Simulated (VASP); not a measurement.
**NiO: single point with PBE+U**

The system is NiO.

```
Ni O
1.0
     0.00000    2.08590    2.08590
     2.08590    0.00000    2.08590
     2.08590    2.08590    0.00000
Ni O
1 1
Direct
  0.00000 0.00000 0.00000
  0.50000 0.50000 0.50000
```

```yaml
Program: VASP 6.6.1
Task: single point
Functional: PBE
Potentials_or_basis: VASP PAW PBE potentials, release 64 (Ni_sv_GW, O)
Cutoff: 700 eV
k_mesh: 11 × 11 × 11
Occupations: fermi-dirac, width 0.05 eV
Spin: collinear spin, ferromagnetic start
Starting_moments: "[1.0, 0.0] μB"
Hubbard_terms: Ni d U = 2.0 eV
Dipole_correction: no
Further_INCAR_settings: ALGO = Normal; EDIFF = 1e-06; NBANDS = 23
```

```yaml
Pressure: 8.5 GPa
Band_gap_on_the_k_mesh: 0.44 eV (least direct gap 1.34 eV)
Net_moment: 2.00 μB per cell
Site_moments: Ni +1.69; O +0.27 μB
Valence_electrons_inside_the_program's_atomic_spheres: Ni 16.13; O 5.02
```

Levels at points of the mesh, in eV from the valence-band top:
Spin up:
| k point | band 9 | band 10 | band 11 | band 12 | band 13 | band 14 | band 15 | band 16 | band 17 | band 18 |
| --- | --- | --- | --- | --- | --- | --- | --- | --- | --- | --- |
| (0.00, 0.00, 0.00) | -3.40 | -3.40 | -2.57 | -2.57 | -2.57 | 1.78 | 17.99 | 18.84 | 18.84 | 18.84 |
Spin down:
```
           k point  band 9  band 10  band 11  band 12  band 13  band 14
(0.00, 0.00, 0.00)   -2.06    -2.06    -2.06     0.44     0.44     2.17
```

Eigenvalues of the final occupation matrices:
```tsv
site	spin	trace	eigenvalues
site 1 d	1	4.72	0.93 0.93 0.93 0.96 0.96
site 1 d	2	3.05	0.15 0.15 0.92 0.92 0.92
```

Wall time 2.3 min on 1 thread of Intel(R) Xeon(R) Platinum 8375C CPU @ 2.90GHz (Ice Lake), on a shared host, peak memory 0.22 GiB.

Caveat: the cell stands under pressure; an odd mesh through Γ misses points on the zone boundary, where band edges can lie; a cell with one magnetic atom can't hold antiferromagnetic order, which such compounds often take. The state reached can hang on the start; a lower one may exist.
